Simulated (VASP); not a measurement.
Write the native input for VASP 6.6.1 that does the following.

```yaml
Task: single point
Functional: PBE
Potentials_or_basis: VASP PAW PBE potentials, release 64 (In_d)
Cutoff: 520 eV
k_mesh: 15 × 15 × 15
Occupations: fermi-dirac, width 0.05 eV
Spin: non-collinear spin, zero start, spin-orbit coupling
Starting_moments: "[[0.0, 0.0, 0.0]] μB"
Dipole_correction: no
Further_INCAR_settings: ALGO = Normal; EDIFF = 1e-06; NBANDS = 24
```

The structure of In lies in POSCAR:

```
In
1.0
   -1.9059748165      1.9059748165      1.9059748165
    1.9059748165     -1.9059748165      1.9059748165
    1.9059748165      1.9059748165     -1.9059748165
In
1
Direct
    0.0000000000      0.0000000000      0.0000000000
```

This isn't the form of In at room conditions, which is tetragonal.

These files were run (other wordings do the same):

INCAR

```
ALGO = Normal ; EDIFF = 1E-6
ENCUT = 520 ; GGA = PE
GGA_COMPAT = False ; ISIF = 2
ISMEAR = -1 ; LASPH = True
LCHARG = False ; LORBIT = 11
LORBMOM = True ; LREAL = False
LSORBIT = True ; LWAVE = False
MAGMOM = 0 0 0 ; NBANDS = 24
NELM = 150 ; PREC = Accurate
SIGMA = 0.05
```

KPOINTS

```
k-points
0
Gamma
  15 15 15
```

Potentials or basis: VASP PAW PBE potentials, release 64 (In_d).

Command:

```console
$ cat potpaw_PBE.64/In_d/POTCAR > POTCAR
$ mpirun -np 1 vasp_ncl > vasp.out
```

Results of the run:

```
Pressure                                              : 0.0 GPa
Net moment                                            : 0.00 μB per cell
Valence electrons inside the program's atomic spheres : In 11.32
```

It took 4.3 min on 1 thread of Intel Xeon 8259CL, on a shared host, peak memory 0.31 GiB.
